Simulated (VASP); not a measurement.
A run of VASP 6.6.1:

Contents of INCAR:

```
ALGO = Normal
EDIFF = 1E-7
EDIFFG = -0.01
ENCUT = 600
GGA = PE
IBRION = 2
ISIF = 3
ISMEAR = 0
LASPH = T
LCHARG = F
LREAL = F
LWAVE = F
NELM = 100
NSW = 60
PREC = Accurate
PSTRESS = 100.0
SIGMA = 0.1
```

File KPOINTS:

```
k-points
0
Gamma
  15 15 15
```

POSCAR

```
W
1.0
    0.0000000000      2.7400000000      2.7400000000
    2.7400000000      0.0000000000      2.7400000000
    2.7400000000      2.7400000000      0.0000000000
W
2
Direct
    0.0000000000      0.0000000000      0.0000000000
    0.2500000000      0.2500000000      0.2500000000
```

Potentials or basis: VASP PAW PBE potentials, release 64 (W_sv).

Run with:

```bash
$ cat potpaw_PBE.64/W_sv/POTCAR > POTCAR
$ mpirun -np 1 vasp_std > vasp.out
```

Hardware: 1 thread of AMD EPYC 9R45 96-Core Processor (Zen 5), on a shared host.

How long does it take, and how much memory?

Wall time 5.1 min on 1 thread of AMD EPYC 9R45 96-Core Processor (Zen 5), with other jobs on the host, peak memory 0.23 GiB. Counts: scf iterations 89, k points 120, ion steps 18.
